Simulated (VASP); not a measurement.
# TePt3W (Pm-3m) in VASP: notebook

TePt3W is run at these levels: PBE; tasks: single point, relaxation of cell and atoms.

Program: VASP 6.6.1. These are calculated values, not measurements. Logs are shortened: lines on timing, memory, paths and dates and some standing lists are left out, and cuts for length are marked.

## 1. The cell of the first run

Symmetry: Pm-3m, No. 221, cubic system. The conventional cell has a = 4.869 Å, b = 4.869 Å, c = 4.869 Å, α = 90.00°, β = 90.00°, γ = 90.00°. Te (site symmetry m-3m) has 12 Pt at 3.44 Å and 8 W at 4.22 Å within 4.5 Å. Within 3.2 Å of Pt (site symmetry 4/mmm) lie 2 W at 2.43 Å. W (site symmetry m-3m) has 6 Pt at 2.43 Å within 3.2 Å.

## 2. Single point, PBE

File INCAR:

```
PREC = Accurate
ENCUT = 520
EDIFF = 1E-7
ISMEAR = 0
SIGMA = 0.1
LREAL = F
LASPH = T
NELM = 100
ALGO = Normal
ISIF = 2
LWAVE = F
LCHARG = F
GGA = PE
NBANDS = 33
```

File KPOINTS:

```
Automatic mesh
0
Gamma
  4 4 4
```

File POSCAR:

```
TePt3W
1.0
    4.8685814438      0.0000000000      0.0000000000
    0.0000000000      4.8685814438      0.0000000000
    0.0000000000      0.0000000000      4.8685814438
Te Pt W
1 3 1
Direct
    0.0000000000      0.0000000000      0.0000000000
    0.0000000000      0.5000000000      0.5000000000
    0.5000000000      0.0000000000      0.5000000000
    0.5000000000      0.5000000000      0.0000000000
    0.5000000000      0.5000000000      0.5000000000
```

Potentials or basis: VASP PAW PBE potentials, release 64 (Te, Pt, W_sv).

Run with:

```
> cat potpaw_PBE.64/Te/POTCAR potpaw_PBE.64/Pt/POTCAR potpaw_PBE.64/W_sv/POTCAR > POTCAR
> mpirun -np 1 vasp_std > vasp.out
```

OUTCAR:

```text
PREC = Accurate
   ENCUT = 520
   EDIFF = 1E-7
   ISMEAR = 0
   LREAL = F
   LASPH = T
   NELM = 100
   ISIF = 2
   GGA = PE

 ion  position               nearest neighbor table
   1  0.000  0.000  0.000-   2 3.44   3 3.44   4 3.44   2 3.44   3 3.44   2 3.44   4 3.44   2 3.44
                             3 3.44   4 3.44   3 3.44   4 3.44
   2  0.000  0.500  0.500-   5 2.43   5 2.43   4 3.44   1 3.44   1 3.44   4 3.44   1 3.44   3 3.44
                             1 3.44   3 3.44   4 3.44   3 3.44   4 3.44   3 3.44
   3  0.500  0.000  0.500-   5 2.43   5 2.43   4 3.44   1 3.44   1 3.44   4 3.44   2 3.44   4 3.44
                             2 3.44   4 3.44   1 3.44   2 3.44   1 3.44   2 3.44
   4  0.500  0.500  0.000-   5 2.43   5 2.43   3 3.44   1 3.44   2 3.44   3 3.44   2 3.44   1 3.44
                             3 3.44   3 3.44   1 3.44   2 3.44   2 3.44   1 3.44
   5  0.500  0.500  0.500-   2 2.43   3 2.43   4 2.43   4 2.43   3 2.43   2 2.43

  LATTYP: Found a simple cubic cell.
 ALAT       =     4.8685814438

  Lattice vectors:

 A1 = (   4.8685814438,   0.0000000000,   0.0000000000)
 A2 = (   0.0000000000,   4.8685814438,   0.0000000000)
 A3 = (   0.0000000000,   0.0000000000,   4.8685814438)

Analysis of symmetry for initial positions (statically):
=====================================================================
 Subroutine PRICEL returns:
 Original cell was already a primitive cell.

 Routine SETGRP: Setting up the symmetry group for a
 simple cubic supercell.

 Subroutine GETGRP returns: Found 48 space group operations
 (whereof 48 operations were pure point group operations)
 out of a pool of 48 trial point group operations.

The static configuration has the point symmetry O_h .

Analysis of symmetry for dynamics (positions and initial velocities):
=====================================================================
 Subroutine PRICEL returns:
 Original cell was already a primitive cell.

 Routine SETGRP: Setting up the symmetry group for a
 simple cubic supercell.

 Subroutine GETGRP returns: Found 48 space group operations
 (whereof 48 operations were pure point group operations)
 out of a pool of 48 trial point group operations.

The dynamic configuration has the point symmetry O_h .

 Subroutine INISYM returns: Found 48 space group operations
 (whereof 48 operations are pure point group operations),
 and found     1 'primitive' translations

----------------------------------------------------------------------------------------

                                     Primitive cell

[... 83 lines left out ...]
   EDIFFG = 0.1E-05   stopping-criterion for IOM
   NSW    =      0    number of steps for IOM
   IBRION =     -1    ionic relax: 0-MD 1-quasi-New 2-CG
   NFREE  =      0    steps in history (QN), initial steepest desc. (CG)
   ISIF   =      2    stress and relaxation
   ISYM   =      2    0-nonsym 1-usesym 2-fastsym
   POTIM  = 0.5000    time-step for ionic-motion
   TEBEG  =    0.0;   TEEND  =   0.0 temperature during run
   PSTRESS=    0.0 pullay stress
   NELECT =      50.0000    total number of electrons
   NUPDOWN=      -1.0000    fix difference up-down
   EMIN   =  10.00;   EMAX   =-10.00  energy-range for DOS
   EFERMI =   0.00;   METHOD = LEGACY
   ISMEAR =     0;   SIGMA  =   0.10  broadening in eV -4-tet -1-fermi 0-gaus
   EFERMI_NEDOS =   21; number of points for ismear=-14 and -15
   IALGO  =     38    algorithm
   IMIX   =      4    mixing-type and parameters
     AMIX     =   0.40;   BMIX     =  1.00
     AMIX_MAG =   1.60;   BMIX_MAG =  1.00
  volume/ion in A,a.u.               =      23.08       155.75
  Fermi-wavevector in a.u.,A,eV,Ry     =   1.238784  2.340963 20.879321  1.534587
  Thomas-Fermi vector in A             =   2.373295
   LORBIT       =      0    0 simple, 1 ext, 2 COOP (PROOUT), +10 PAW based schemes
   GGA     = PE    functional components
   LHFCALC =     F    Hartree Fock is set to
   AEXX    =    0.0000 exact exchange contribution
   IVDW    =     0    specifies the selected vdW correction
   LEPSILON=     F    determine dielectric tensor
   LRPA    =     F    only Hartree local field effects (RPA)
 non-spin polarized calculation
 Gauss-broadening in eV      SIGMA  =   0.10
  energy-cutoff  :      520.00
  volume of cell :      115.40
 maximum number of plane-waves:      3136
   NGX = 19   NGY = 19   NGZ = 19

 number of electron      49.9999992 magnetization

 Free energy of the ion-electron system (eV)
  ---------------------------------------------------
  ext. energy  EPLUGINS =         0.00000000
  ---------------------------------------------------
  free energy    TOTEN  =       -29.17836760 eV

  energy without entropy =      -29.15760835  energy(sigma->0) =      -29.16798798

 E-fermi :   6.7624     XC(G=0): -10.9580

 val. band max:        6.7342586730   @ k =   0.5000   0.2500   0.0000
 cond. band min:       6.7790670088   @ k =   0.5000   0.5000   0.2500
 fundamental gap:      0.0448083358
 Fermi energy:         6.7623801323

 k-point     1 :       0.0000    0.0000    0.0000
  band No.  band energies     occupation
      1     -67.6477      2.00000
      2     -31.9175      2.00000
      3     -31.9175      2.00000
      4     -31.9175      2.00000
      5      -4.6093      2.00000
      6      -0.4601      2.00000
[... 349 lines left out ...]
     32       6.6331      1.93240
     33      14.1290      0.00000

------------------------ aborting loop because EDIFF is reached ----------------------------------------

  FORCE on cell =-STRESS in cart. coord.  units (eV):
  Direction    XX          YY          ZZ          XY          YZ          ZX
  --------------------------------------------------------------------------------------
  -------------------------------------------------------------------------------------
  Total        0.3638761      0.3638761      0.3638761      0.0000000     -0.0000000      0.0000000
  in kB        5.0519235      5.0519235      5.0519235      0.0000000     -0.0000000      0.0000000
  external PRESSURE =       5.0519235 kB  Pullay stress =       0.0000000 kB

 VOLUME and BASIS-vectors are now :
 -----------------------------------------------------------------------------
  energy-cutoff  :      520.00
  volume of cell :      115.40
      direct lattice vectors                 reciprocal lattice vectors
     4.868581444  0.000000000  0.000000000     0.205398639  0.000000000  0.000000000
     0.000000000  4.868581444  0.000000000     0.000000000  0.205398639  0.000000000
     0.000000000  0.000000000  4.868581444     0.000000000  0.000000000  0.205398639

 POSITION                                       TOTAL-FORCE (eV/Angst)
 -----------------------------------------------------------------------------------
      0.00000      0.00000      0.00000         0.000000      0.000000      0.000000
      0.00000      2.43429      2.43429         0.000000      0.000000      0.000000
      2.43429      0.00000      2.43429         0.000000      0.000000      0.000000
      2.43429      2.43429      0.00000         0.000000      0.000000      0.000000
      2.43429      2.43429      2.43429         0.000000      0.000000      0.000000
 -----------------------------------------------------------------------------------
    total drift:                                0.000000      0.000000      0.000000

  FREE ENERGIE OF THE ION-ELECTRON SYSTEM (eV)
  ---------------------------------------------------
  free  energy   TOTEN  =       -29.1783676020 eV

  energy  without entropy=      -29.1576083518  energy(sigma->0) =      -29.16798798
```

OSZICAR:

```text
N       E                     dE             d eps       ncg     rms          rms(c)
DAV:   1     0.348039917319E+03    0.34804E+03   -0.25308E+04   740   0.142E+03
DAV:   2    -0.143408570833E+02   -0.36238E+03   -0.34415E+03   744   0.342E+02
DAV:   3    -0.299647265831E+02   -0.15624E+02   -0.14886E+02   787   0.637E+01
DAV:   4    -0.302860665514E+02   -0.32134E+00   -0.31929E+00   700   0.929E+00
DAV:   5    -0.302911769311E+02   -0.51104E-02   -0.51074E-02   737   0.129E+00    0.245E+01
DAV:   6    -0.293725056215E+02    0.91867E+00   -0.16631E+00   732   0.816E+00    0.119E+01
DAV:   7    -0.291937034143E+02    0.17880E+00   -0.53471E-01   737   0.412E+00    0.245E+00
DAV:   8    -0.291827449245E+02    0.10958E-01   -0.44271E-02   674   0.149E+00    0.208E+00
DAV:   9    -0.291787778833E+02    0.39670E-02   -0.14335E-02   710   0.751E-01    0.673E-01
DAV:  10    -0.291785738992E+02    0.20398E-03   -0.35223E-03   746   0.377E-01    0.184E-01
DAV:  11    -0.291783579328E+02    0.21597E-03   -0.42291E-04   692   0.144E-01    0.174E-01
DAV:  12    -0.291783666557E+02   -0.87229E-05   -0.30179E-05   736   0.338E-02    0.537E-02
DAV:  13    -0.291783678817E+02   -0.12260E-05   -0.29383E-06   685   0.100E-02    0.782E-03
DAV:  14    -0.291783676933E+02    0.18834E-06   -0.24183E-07   508   0.357E-03    0.168E-03
DAV:  15    -0.291783675872E+02    0.10609E-06   -0.23069E-08   341   0.987E-04    0.113E-03
DAV:  16    -0.291783676020E+02   -0.14717E-07   -0.33068E-09   337   0.372E-04
   1 F= -.29178368E+02 E0= -.29167988E+02  d E =-.207593E-01
```

Run time: 34 s. Hardware: 1 thread of AMD EPYC 7R43 (Zen 3), shared host; peak memory 0.19 GiB.

What came out:

| Item | Value |
| --- | --- |
| Free energy | -29.1784 eV |
| Pressure | 0.5 GPa |
| Band gap on the k mesh | zero (band 25 reaches 7.22 eV, above the bottom of band 26 at 5.73 eV) |

Caveat: spin-orbit coupling is left out, which moves the levels of the heavy elements.

(Part 1 of 2 ends here.)
